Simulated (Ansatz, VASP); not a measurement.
# GaN in VASP and in Ansatz

```
Ga N
1.0
     0.00000    2.09130    2.09130
     2.09130    0.00000    2.09130
     2.09130    2.09130    0.00000
Ga N
1 1
Direct
  0.00000 0.00000 0.00000
  0.50000 0.50000 0.50000
```

Alike in both runs: task relaxation of cell and atoms; functional LDA; k mesh 10 × 10 × 10; occupations gaussian, width 0.02 eV; no spin polarisation.

|  | VASP | Ansatz |
| --- | --- | --- |
| version | VASP 6.6.1 | Ansatz 0.2.0 |
| potentials or method | VASP PAW LDA potentials, release 64 (Ga_d, N), cutoff 600 eV | scalar-relativistic, plane waves, PAW |
| valence electrons in the cell | 18 | 18 |

VASP gave:

```
gap on the k mesh at the Fermi level, each at its own relaxed structure (eV) : 0.61
relaxed volume (Å³/atom)                                                     : 9.18
relaxed cell length with the largest relative difference (Å)                 : 2.962
```

**Question.** What did Ansatz give for the same quantities?

**Answer.** gap on the k mesh at the Fermi level, each at its own relaxed structure (eV): 0.63; relaxed volume (Å³/atom): 9.14; relaxed cell length with the largest relative difference (Å): 2.956.

LDA's correlation is that of Perdew and Zunger in VASP and of Perdew and Wang (1992) in Ansatz.
